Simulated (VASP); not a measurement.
# SrO (P6_3/mmc) in VASP: further runs

SrO is run at these levels: PBEsol, LDA; tasks: single point.

Program: VASP 6.6.1. These are calculated values, not measurements. Logs are shortened: lines on timing, memory, paths and dates and some standing lists are left out, and cuts for length are marked.

## (1) The cell of the first run

The structure is hexagonal, space group P6_3/mmc (No. 194). The conventional cell has a = 3.553 Å, b = 3.553 Å, c = 6.217 Å, α = 90.00°, β = 90.00°, γ = 120.00°. Within 3.4 Å of Sr (site symmetry -6m2) lie 6 O at 2.57 Å. Within 3.4 Å of O (site symmetry -3m) lie 6 Sr at 2.57 Å and 2 O at 3.11 Å.

## (2) Single point, PBEsol

INCAR

```
SYSTEM = SrO
ALGO = Normal ; EDIFF = 1E-6
ENCUT = 520 ; GGA = PS
ISIF = 2 ; ISMEAR = -1
LASPH = .True. ; LCHARG = .True.
LELF = .True. ; LREAL = .False.
LVHAR = .True. ; LWAVE = .False.
NBANDS = 24 ; NELM = 80
PREC = Accurate ; SIGMA = 0.05
```

KPOINTS

```
k-points
0
Gamma
  9 9 5
  0 0 0
```

POSCAR

```
SrO
1.0
    3.5532880902      0.0000000000      0.0000000000
   -1.7766440451      3.0772377531      0.0000000000
    0.0000000000      0.0000000000      6.2173039800
Sr O
2 2
Direct
    0.6666666667      0.3333333333      0.7500000000
    0.3333333333      0.6666666667      0.2500000000
    0.0000000000      0.0000000000      0.5000000000
    0.0000000000      0.0000000000      0.0000000000
```

Potentials or basis: VASP PAW PBE potentials, release 64 (Sr_sv, O).

Command:

```bash
$ cat potpaw_PBE.64/Sr_sv/POTCAR potpaw_PBE.64/O/POTCAR > POTCAR
$ mpirun -np 1 vasp_std > vasp.out
```

OUTCAR:

```text
SYSTEM = SrO
   EDIFF = 1E-6
   ENCUT = 520
   GGA = PS
   ISIF = 2
   ISMEAR = -1
   LASPH = .True.
   LREAL = .False.
   NELM = 80
   PREC = Accurate

 ion  position               nearest neighbor table
   1  0.667  0.333  0.750-   3 2.57   4 2.57   3 2.57   4 2.57   3 2.57   4 2.57   2 3.72   2 3.72
                             2 3.72   2 3.72   2 3.72   2 3.72
   2  0.333  0.667  0.250-   3 2.57   4 2.57   3 2.57   4 2.57   3 2.57   4 2.57   1 3.72   1 3.72
                             1 3.72   1 3.72   1 3.72   1 3.72
   3  0.000  0.000  0.500-   1 2.57   2 2.57   1 2.57   2 2.57   1 2.57   2 2.57
   4  0.000  0.000  0.000-   1 2.57   2 2.57   1 2.57   2 2.57   1 2.57   2 2.57

  LATTYP: Found a hexagonal cell.
 ALAT       =     3.5532880902
 C/A-ratio  =     1.7497325919

  Lattice vectors:

 A1 = (   3.5532880902,   0.0000000000,   0.0000000000)
 A2 = (  -1.7766440451,   3.0772377531,   0.0000000000)
 A3 = (   0.0000000000,   0.0000000000,   6.2173039800)

Analysis of symmetry for initial positions (statically):
=====================================================================
 Subroutine PRICEL returns:
 Original cell was already a primitive cell.

 Routine SETGRP: Setting up the symmetry group for a
 hexagonal supercell.

 Subroutine GETGRP returns: Found 24 space group operations
 (whereof 12 operations were pure point group operations)
 out of a pool of 24 trial point group operations.

The static configuration has the point symmetry D_3d.
 The point group associated with its full space group is D_6h.

Analysis of symmetry for dynamics (positions and initial velocities):
=====================================================================
 Subroutine PRICEL returns:
 Original cell was already a primitive cell.

 Routine SETGRP: Setting up the symmetry group for a
 hexagonal supercell.

 Subroutine GETGRP returns: Found 24 space group operations
 (whereof 12 operations were pure point group operations)
 out of a pool of 24 trial point group operations.

The dynamic configuration has the point symmetry D_3d.
 The point group associated with its full space group is D_6h.

 Subroutine INISYM returns: Found 24 space group operations
 (whereof 12 operations are pure point group operations),
 and found     1 'primitive' translations

----------------------------------------------------------------------------------------

                                     Primitive cell

  volume of cell :      67.9819

  direct lattice vectors                    reciprocal lattice vectors
     3.553288090  0.000000000  0.000000000     0.281429475  0.162483383  0.000000000
[... 94 lines left out ...]
   IBRION =     -1    ionic relax: 0-MD 1-quasi-New 2-CG
   NFREE  =      0    steps in history (QN), initial steepest desc. (CG)
   ISIF   =      2    stress and relaxation
   ISYM   =      2    0-nonsym 1-usesym 2-fastsym
   POTIM  = 0.5000    time-step for ionic-motion
   TEBEG  =    0.0;   TEEND  =   0.0 temperature during run
   PSTRESS=    0.0 pullay stress
   NELECT =      32.0000    total number of electrons
   NUPDOWN=      -1.0000    fix difference up-down
   EMIN   =  10.00;   EMAX   =-10.00  energy-range for DOS
   EFERMI =   0.00;   METHOD = LEGACY
   ISMEAR =    -1;   SIGMA  =   0.05  broadening in eV -4-tet -1-fermi 0-gaus
   EFERMI_NEDOS =   21; number of points for ismear=-14 and -15
   IALGO  =     38    algorithm
   IMIX   =      4    mixing-type and parameters
     AMIX     =   0.40;   BMIX     =  1.00
     AMIX_MAG =   1.60;   BMIX_MAG =  1.00
  volume/ion in A,a.u.               =      17.00       114.69
  Fermi-wavevector in a.u.,A,eV,Ry     =   1.273484  2.406537 22.065419  1.621763
  Thomas-Fermi vector in A             =   2.406305
   LORBIT       =      0    0 simple, 1 ext, 2 COOP (PROOUT), +10 PAW based schemes
   GGA     = PS    functional components
   LHFCALC =     F    Hartree Fock is set to
   AEXX    =    0.0000 exact exchange contribution
   IVDW    =     0    specifies the selected vdW correction
   LEPSILON=     F    determine dielectric tensor
   LRPA    =     F    only Hartree local field effects (RPA)
 non-spin polarized calculation
  energy-cutoff  :      520.00
  volume of cell :       67.98
 maximum number of plane-waves:      1871
 NGX is ok and might be reduce to    28
   NGX = 13   NGY = 13   NGZ = 23

 number of electron      32.0000014 magnetization

 Free energy of the ion-electron system (eV)
  ---------------------------------------------------
  ext. energy  EPLUGINS =         0.00000000
  ---------------------------------------------------
  free energy    TOTEN  =       -24.94712873 eV

  energy without entropy =      -24.94712873  energy(sigma->0) =      -24.94712873

 E-fermi :   3.0667     XC(G=0): -10.2667

 val. band max:        2.0343376937   @ k =   0.0000   0.0000   0.0000
 cond. band min:       4.9626258254   @ k =   0.0000   0.0000   0.0000
 fundamental gap:      2.9282881316
 Fermi energy:         3.0667258695

 k-point     1 :       0.0000    0.0000    0.0000
  band No.  band energies     occupation
      1     -30.8020      2.00000
      2     -30.6914      2.00000
      3     -14.9848      2.00000
      4     -13.4286      2.00000
      5     -12.4888      2.00000
      6     -12.4888      2.00000
[... 637 lines left out ...]
     23      11.5815      0.00000
     24      11.5857      0.00000

 [... further k-points ...]

------------------------ aborting loop because EDIFF is reached ----------------------------------------

  FORCE on cell =-STRESS in cart. coord.  units (eV):
  Direction    XX          YY          ZZ          XY          YZ          ZX
  --------------------------------------------------------------------------------------
  -------------------------------------------------------------------------------------
  Total       -0.6834811     -0.6834811     -0.9359238      0.0000000     -0.0000000      0.0000000
  in kB      -16.1080703    -16.1080703    -22.0575612      0.0000000     -0.0000000      0.0000000
  external PRESSURE =     -18.0912339 kB  Pullay stress =       0.0000000 kB

 VOLUME and BASIS-vectors are now :
 -----------------------------------------------------------------------------
  energy-cutoff  :      520.00
  volume of cell :       67.98
      direct lattice vectors                 reciprocal lattice vectors
     3.553288090  0.000000000  0.000000000     0.281429475  0.162483383  0.000000000
    -1.776644045  3.077237753  0.000000000     0.000000000  0.324966766  0.000000000
     0.000000000  0.000000000  6.217303980     0.000000000  0.000000000  0.160841420

 POSITION                                       TOTAL-FORCE (eV/Angst)
 -----------------------------------------------------------------------------------
      1.77664      1.02575      4.66298         0.000000     -0.000000      0.000000
     -0.00000      2.05149      1.55433        -0.000000      0.000000      0.000000
      0.00000      0.00000      3.10865         0.000000     -0.000000      0.000000
      0.00000      0.00000      0.00000        -0.000000     -0.000000      0.000000
 -----------------------------------------------------------------------------------
    total drift:                               -0.000000      0.000000     -0.000000

  FREE ENERGIE OF THE ION-ELECTRON SYSTEM (eV)
  ---------------------------------------------------
  free  energy   TOTEN  =       -24.9471287283 eV

  energy  without entropy=      -24.9471287282  energy(sigma->0) =      -24.94712873
```

OSZICAR:

```text
N       E                     dE             d eps       ncg     rms          rms(c)
DAV:   1     0.164207009161E+03    0.16421E+03   -0.15894E+04  1728   0.126E+03
DAV:   2    -0.195276418157E+02   -0.18373E+03   -0.17283E+03  2480   0.281E+02
DAV:   3    -0.288831427437E+02   -0.93555E+01   -0.92863E+01  2552   0.559E+01
DAV:   4    -0.291413506798E+02   -0.25821E+00   -0.25813E+00  2376   0.732E+00
DAV:   5    -0.291432154195E+02   -0.18647E-02   -0.18647E-02  2368   0.760E-01    0.236E+01
DAV:   6    -0.252083271541E+02    0.39349E+01   -0.17040E+01  1896   0.231E+01    0.277E+01
DAV:   7    -0.250618446227E+02    0.14648E+00   -0.14028E+00  2488   0.639E+00    0.186E+01
DAV:   8    -0.249635165488E+02    0.98328E-01   -0.67485E-01  1792   0.530E+00    0.205E+00
DAV:   9    -0.249451799787E+02    0.18337E-01   -0.65942E-02  2608   0.177E+00    0.526E-01
DAV:  10    -0.249468188719E+02   -0.16389E-02   -0.73854E-03  2256   0.462E-01    0.222E-01
DAV:  11    -0.249470785732E+02   -0.25970E-03   -0.99438E-04  2088   0.179E-01    0.244E-02
DAV:  12    -0.249471326510E+02   -0.54078E-04   -0.12502E-04  2392   0.574E-02    0.441E-02
DAV:  13    -0.249471283002E+02    0.43507E-05   -0.13475E-05  2024   0.246E-02    0.135E-02
DAV:  14    -0.249471287283E+02   -0.42800E-06   -0.28195E-06  2104   0.100E-02
   1 F= -.24947129E+02 E0= -.24947129E+02  d E =-.180071E-10
```

stdout:

```text
POSCAR found type information on POSCAR SrO
 POSCAR found :  2 types and       4 ions
 scaLAPACK will be used
 -----------------------------------------------------------------------------
|                                                                             |
|                                                                             |
|     You enforced a specific xc type in the INCAR file but a different       |
|     I HOPE YOU KNOW WHAT YOU ARE DOING!                                     |
|                                                                             |
 -----------------------------------------------------------------------------

 LDA part: xc-table for (Slater+PW92), standard interpolation
 POSCAR, INCAR and KPOINTS ok, starting setup
 FFT: planning ... GRIDC
 FFT: planning ... GRID_SOFT
 FFT: planning ... GRID
 WAVECAR not read
 entering main loop
```

Run time: 27 s. Hardware: 1 thread of Intel Xeon 6975P-C (Granite Rapids), shared host; peak memory 0.2 GiB.

Results:

* Free energy: -24.9471 eV
* Pressure: -1.8 GPa
* Band gap on the k mesh: 2.93 eV, direct

Caveat: the PAW data sets were made with another functional, which shifts forces and pressure a little.

## (3) Single point, LDA (volume scaled by 1.02)

INCAR

```
PREC = Accurate
ENCUT = 520
EDIFF = 1E-6
ISMEAR = -1
SIGMA = 0.05
LREAL = F
LASPH = T
NELM = 100
ALGO = Normal
ISIF = 2
LWAVE = F
LCHARG = F
GGA = CA
NBANDS = 24
```

KPOINTS

```
Automatic mesh
0
Gamma
  9 9 5
```

POSCAR

```
SrO
1.0
    3.5768204852      0.0000000000      0.0000000000
   -1.7884102426      3.0976174050      0.0000000000
    0.0000000000      0.0000000000      6.2584793785
Sr O
2 2
Direct
    0.6666666667      0.3333333333      0.7500000000
    0.3333333333      0.6666666667      0.2500000000
    0.0000000000      0.0000000000      0.5000000000
    0.0000000000      0.0000000000      0.0000000000
```

Potentials or basis: VASP PAW LDA potentials, release 64 (Sr_sv, O).

Command:

```bash
$ cat potpaw_LDA.64/Sr_sv/POTCAR potpaw_LDA.64/O/POTCAR > POTCAR
$ mpirun -np 1 vasp_std > vasp.out
```

Wall time 24 s (1 thread of Intel Xeon 6975P-C (Granite Rapids), shared host); peak memory 0.18 GiB.

The run converged. Its results:

- Free energy: -26.3642 eV
- Pressure: -6.5 GPa
- Band gap on the k mesh: 2.77 eV, direct

Stress tensor (GPa, compression positive):
```
-6.07  0.00  0.00
 0.00 -6.07  0.00
 0.00  0.00 -7.25
```

Levels at points of the mesh, in eV from the valence-band top:
```
           k point  band 13  band 14  band 15  band 16  band 17  band 18  band 19  band 20
(0.00, 0.00, 0.00)    -1.01    -0.76    -0.76     0.00     2.77     4.82     4.98     6.04
```

 A k mesh can miss the band edges.

## (4) Single point, PBEsol (volume scaled by 1.02)

INCAR

```
SYSTEM = SrO
ALGO     = Normal         ! electronic algorithm
EDIFF    = 1E-7           ! SCF threshold, eV
ENCUT    = 520            ! plane-wave cutoff, eV
GGA      = PS             ! functional
ISIF     = 2              ! what is computed and relaxed
ISMEAR   = -1             ! smearing method
LASPH    = .TRUE.         ! aspherical terms in the spheres
LCHARG   = .FALSE.        ! write CHGCAR
LREAL    = .FALSE.        ! projectors in reciprocal space
LWAVE    = .FALSE.        ! write WAVECAR
NBANDS   = 24             ! bands
NELM     = 100            ! most SCF steps
PREC     = Accurate       ! precision mode
SIGMA    = 0.05           ! smearing width, eV
```

KPOINTS

```
k-points
0
G
  9 9 5
  0 0 0
```

POSCAR is that of step 3.

Potentials or basis: VASP PAW PBE potentials, release 64 (Sr_sv, O).

Command:

```bash
$ cat potpaw_PBE.64/Sr_sv/POTCAR potpaw_PBE.64/O/POTCAR > POTCAR
$ mpirun -np 1 vasp_std > vasp.out
```

Wall time 30 s (1 thread of Intel Xeon 6975P-C (Granite Rapids), shared host); peak memory 0.21 GiB.

The run converged. Its results:

```
Free energy            : -24.9260 eV
Pressure               : -3.4 GPa
Band gap on the k mesh : 2.82 eV, direct
```

Stress tensor (GPa, compression positive):
```
-3.09  0.00  0.00
 0.00 -3.09  0.00
 0.00  0.00 -3.94
```

Levels at points of the mesh, in eV from the valence-band top:
```csv
k point,band 14,band 15,band 16,band 17,band 18,band 19
"(0.00, 0.00, 0.00)",-0.76,-0.76,0.00,2.82,4.90,5.03
```

Caveat: the PAW data sets were made with another functional, which shifts forces and pressure a little.

## (5) Summary

```csv
level,potentials or basis,cell,gap on the mesh (eV),pressure (GPa)
PBEsol,"VASP PAW PBE potentials, release 64 (Sr_sv, O)","a = 3.553, b = 3.553, c = 6.217 Å, angles 90.0, 90.0, 120.0°, 4 atoms",2.93,-1.8
LDA,"VASP PAW LDA potentials, release 64 (Sr_sv, O)","a = 3.577, b = 3.577, c = 6.258 Å, angles 90.0, 90.0, 120.0°, 4 atoms",2.77,-6.5
PBEsol,"VASP PAW PBE potentials, release 64 (Sr_sv, O)","a = 3.577, b = 3.577, c = 6.258 Å, angles 90.0, 90.0, 120.0°, 4 atoms",2.82,-3.4
```

Alike in all rows: task single point; no spin polarisation; k mesh 9 × 9 × 5; cutoff (eV) 520; smearing fermi-dirac 0.05 eV.

Caveats: the PAW data sets were made with another functional, which shifts forces and pressure a little (some runs).

Absolute energies hang on the potentials; compare differences alone.
